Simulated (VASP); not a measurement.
## NbSnSe4: single point with PBE

The system is NbSnSe4.

```
CELL_PARAMETERS angstrom
4.50534 0.00000 0.00000
0.00000 4.50534 0.00000
0.00000 0.00000 7.13702
ATOMIC_POSITIONS crystal
Nb 0.50000 0.50000 0.50000
Sn 0.00000 0.00000 0.00000
Se 0.50000 0.00000 0.72185
Se 0.00000 0.50000 0.27815
Se 0.50000 0.00000 0.27815
Se 0.00000 0.50000 0.72185
```

```json
{
  "Program": "VASP 6.6.1",
  "Task": "single point",
  "Functional": "PBE",
  "Potentials or basis": "VASP PAW PBE potentials, release 64 (Nb_sv, Sn_d, Se)",
  "Cutoff": "500 eV",
  "k mesh": "3 × 3 × 2",
  "Occupations": "gaussian, width 0.15 eV",
  "Spin": "no spin polarisation"
}
```

* Pressure: 0.0 GPa

Forces in eV/Å, atoms in the order of the input:
```
Nb   0.000  0.000  0.000
Sn   0.000  0.000  0.000
Se   0.000  0.000 -0.003
Se   0.000  0.000  0.003
Se   0.000  0.000  0.003
Se   0.000  0.000 -0.003
```

Levels at points of the mesh, in eV from the Fermi level:
| k point | band 23 | band 24 | band 25 | band 26 | band 27 | band 28 |
| --- | --- | --- | --- | --- | --- | --- |
| (0.00, 0.00, 0.00) | -0.47 | -0.40 | -0.40 | -0.12 | 0.24 | 0.54 |
| (0.00, 0.00, 0.50) | -0.86 | -0.42 | -0.14 | -0.12 | 0.02 | 0.02 |

Run time: 43 s on 1 thread of Intel Xeon 6975P-C (shared host), peak memory 0.25 GiB.

Caveat: the k points lie up to 0.46 Å⁻¹ apart; spin-orbit coupling is left out, which moves the levels of the heavy elements.
